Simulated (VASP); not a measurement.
# TaN (P-6m2) in VASP: further runs, part 2 of 2

VASP 6.6.1.

### Step 4. Single point, PBEsol (10.20 Å³/atom)

This run uses another cell than the first one, of 10.20 Å³/atom.

Contents of INCAR:

```
ALGO = Normal
EDIFF = 1E-6
ENCUT = 700
GGA = PS
GGA_COMPAT = F
ISIF = 2
ISMEAR = 0
LASPH = T
LCHARG = F
LREAL = F
LWAVE = F
NBANDS = 16
NELM = 120
PREC = Accurate
SIGMA = 0.15
```

Contents of KPOINTS:

```
k-points
0
Gamma
  21 21 18
```

Contents of POSCAR:

```
TaN
1.0
    2.8084672496      0.0000000000      0.0000000000
   -1.4042336248      2.4322039838      0.0000000000
    0.0000000000      0.0000000000      2.9873666134
Ta N
1 1
Direct
    0.3333333333      0.6666666667      0.5000000000
    0.0000000000      0.0000000000      0.0000000000
```

Potentials or basis: VASP PAW PBE potentials, release 64 (Ta_sv_GW, N).

Launch:

```sh
> cat potpaw_PBE.64/Ta_sv_GW/POTCAR potpaw_PBE.64/N/POTCAR > POTCAR
> mpirun -np 1 vasp_std > vasp.out
```

OUTCAR:

```text
EDIFF = 1E-6
   ENCUT = 700
   GGA = PS
   ISIF = 2
   ISMEAR = 0
   LASPH = T
   LREAL = F
   NELM = 120
   PREC = Accurate

 ion  position               nearest neighbor table
   1  0.333  0.667  0.500-   2 2.20   2 2.20   2 2.20   2 2.20   2 2.20   2 2.20
   2  0.000  0.000  0.000-   1 2.20   1 2.20   1 2.20   1 2.20   1 2.20   1 2.20

  LATTYP: Found a hexagonal cell.
 ALAT       =     2.8084672496
 C/A-ratio  =     1.0637000000

  Lattice vectors:

 A1 = (   2.8084672496,   0.0000000000,   0.0000000000)
 A2 = (  -1.4042336248,   2.4322039838,   0.0000000000)
 A3 = (   0.0000000000,   0.0000000000,   2.9873666134)

Analysis of symmetry for initial positions (statically):
=====================================================================
 Subroutine PRICEL returns:
 Original cell was already a primitive cell.

 Routine SETGRP: Setting up the symmetry group for a
 hexagonal supercell.

 Subroutine GETGRP returns: Found 12 space group operations
 (whereof 12 operations were pure point group operations)
 out of a pool of 24 trial point group operations.

[... 161 lines left out ...]

 E-fermi :  13.0075     XC(G=0): -14.1995

 val. band max:       13.0004063997   @ k =   0.0476   0.0000   0.4444
 cond. band min:      13.0758332439   @ k =   0.0000   0.0000   0.3889
 fundamental gap:      0.0754268442
 Fermi energy:        13.0074709031

 k-point     1 :       0.0000    0.0000    0.0000
  band No.  band energies     occupation
      1     -55.3260      2.00000
      2     -21.7626      2.00000
      3     -21.1499      2.00000
      4     -21.1499      2.00000
      5      -4.9426      2.00000
      6       8.2945      2.00000
[... 433 lines left out ...]
      3     -21.6426      2.00000
      4     -21.3621      2.00000
      5      -3.6440      2.00000
      6       6.4298      2.00000
[... 8 lines left out ...]
     15      26.8031      0.00000
     16      29.7242      0.00000

 [... further k-points ...]

------------------------ aborting loop because EDIFF is reached ----------------------------------------

  FORCE on cell =-STRESS in cart. coord.  units (eV):
  Direction    XX          YY          ZZ          XY          YZ          ZX
  --------------------------------------------------------------------------------------
  -------------------------------------------------------------------------------------
  Total        4.1832277      4.1832277     -2.6164400      0.0000000      0.0000000      0.0000000
  in kB      328.4461698    328.4461698   -205.4298161      0.0000000      0.0000000      0.0000000
  external PRESSURE =     150.4875078 kB  Pullay stress =       0.0000000 kB

 VOLUME and BASIS-vectors are now :
 -----------------------------------------------------------------------------
  energy-cutoff  :      700.00
  volume of cell :       20.41
      direct lattice vectors                 reciprocal lattice vectors
     2.808467250  0.000000000  0.000000000     0.356066107  0.205574863  0.000000000
    -1.404233625  2.432203984  0.000000000     0.000000000  0.411149725  0.000000000
     0.000000000  0.000000000  2.987366613     0.000000000  0.000000000  0.334742979

 POSITION                                       TOTAL-FORCE (eV/Angst)
 -----------------------------------------------------------------------------------
     -0.00000      1.62147      1.49368        -0.000000      0.000000      0.000000
      0.00000      0.00000      0.00000         0.000000      0.000000      0.000000
 -----------------------------------------------------------------------------------
    total drift:                                0.000000     -0.000000     -0.000000

  FREE ENERGIE OF THE ION-ELECTRON SYSTEM (eV)
  ---------------------------------------------------
  free  energy   TOTEN  =       -26.1252045773 eV

  energy  without entropy=      -26.1246377282  energy(sigma->0) =      -26.12492115
```

stdout:

```text
POSCAR found type information on POSCAR TaN
 POSCAR found :  2 types and       2 ions
 scaLAPACK will be used
 -----------------------------------------------------------------------------
|                                                                             |
|                                                                             |
|     You enforced a specific xc type in the INCAR file but a different       |
|     I HOPE YOU KNOW WHAT YOU ARE DOING!                                     |
|                                                                             |
 -----------------------------------------------------------------------------

 LDA part: xc-table for (Slater+PW92), standard interpolation
 POSCAR, INCAR and KPOINTS ok, starting setup
 FFT: planning ... GRIDC
 FFT: planning ... GRID_SOFT
 FFT: planning ... GRID
 WAVECAR not read
 entering main loop
```

Run time: 1.9 min. Hardware: 1 thread of Intel Xeon Platinum 8259CL at 2.50GHz (Skylake/Cascade Lake), shared host; peak memory 0.37 GiB.

Results:

| Item | Value |
| --- | --- |
| Free energy | -26.1252 eV |
| Pressure | 15.0 GPa |
| Band gap on the k mesh | zero (bands 9 and 10 overlap by 0.49 eV) |

Caveat: the stress differs along the axes, from -21 to 33 GPa; the PAW data sets were made with another functional, which shifts forces and pressure a little; spin-orbit coupling is left out, which moves the levels of the heavy elements.

### Step 5. Single point, PBEsol (8.93 Å³/atom)

This run uses another cell than the first one, of 8.93 Å³/atom.

Contents of INCAR:

```
SYSTEM = TaN
  PREC = Accurate
  ENCUT = 700
  EDIFF = 1E-6
  ISMEAR = 0
  SIGMA = 0.15
  LREAL = .False.
  LASPH = .True.
  NELM = 120
  ALGO = Normal
  ISIF = 2
  LWAVE = .False.
  LCHARG = .False.
  GGA = PS
  NBANDS = 16
  GGA_COMPAT = .False.
```

Contents of KPOINTS:

```
regular mesh
0
Gamma
  21 21 18
  0 0 0
```

Contents of POSCAR:

```
TaN
1.0
    2.7405556412      0.0000000000      0.0000000000
   -1.3702778206      2.3733908058      0.0000000000
    0.0000000000      0.0000000000      2.7452145858
Ta N
1 1
Direct
    0.3333333333      0.6666666667      0.5000000000
    0.0000000000      0.0000000000      0.0000000000
```

Launch:

```sh
> cat potpaw_PBE.64/Ta_sv_GW/POTCAR potpaw_PBE.64/N/POTCAR > POTCAR
> mpirun -np 1 vasp_std > vasp.out
```

It took 1.9 min on 1 thread of Intel Xeon Platinum 8259CL at 2.50GHz (Skylake/Cascade Lake), shared host; peak memory 0.34 GiB.

Results (log left out):

```yaml
Free_energy: -25.4940 eV
Pressure: 91.7 GPa
Band_gap_on_the_k_mesh: zero (bands 9 and 10 overlap by 0.44 eV)
```

Stress tensor (GPa, compression positive):
```
94.11  0.00  0.00
 0.00 94.11  0.00
 0.00  0.00 86.98
```

Levels at points of the mesh, in eV from the Fermi level:
| k point | band 7 | band 8 | band 9 | band 10 | band 11 | band 12 |
| --- | --- | --- | --- | --- | --- | --- |
| (0.00, 0.00, 0.00) | -5.30 | -5.27 | -3.22 | 3.80 | 4.35 | 4.35 |
| (0.00, 0.00, 0.50) | -4.28 | -4.28 | -0.25 | -0.25 | 2.62 | 3.99 |

Caveat: the stress differs along the axes, from 87 to 94 GPa; the PAW data sets were made with another functional, which shifts forces and pressure a little; spin-orbit coupling is left out, which moves the levels of the heavy elements.

### Step 6. Summary

```csv
cell,gap on the mesh (eV),pressure (GPa)
"a = 2.844, b = 2.844, c = 2.792 Å, angles 90.0, 90.0, 120.0°, 2 atoms",none,36.5
"a = 2.846, b = 2.846, c = 2.909 Å, angles 90.0, 90.0, 120.0°, 2 atoms",none,15.4
"a = 2.808, b = 2.808, c = 2.987 Å, angles 90.0, 90.0, 120.0°, 2 atoms",none,15.0
"a = 2.741, b = 2.741, c = 2.745 Å, angles 90.0, 90.0, 120.0°, 2 atoms",none,91.7
```

Alike in all rows: task single point; level PBEsol; potentials or basis VASP PAW PBE potentials, release 64 (Ta_sv_GW, N); no spin polarisation; k mesh 21 × 21 × 18; cutoff (eV) 700; smearing gaussian 0.15 eV.

Caveats: the PAW data sets were made with another functional, which shifts forces and pressure a little; spin-orbit coupling is left out, which moves the levels of the heavy elements; the cell stands under pressure (at least some runs); the stress differs along the axes, from -2 to 24 GPa (at least some runs); the stress differs along the axes, from -21 to 33 GPa (at least some runs); the stress differs along the axes, from 87 to 94 GPa (at least some runs).

Absolute energies hang on the potentials; compare differences alone.

The gap in the log of VASP goes by the Fermi energy; the results here count the filled bands.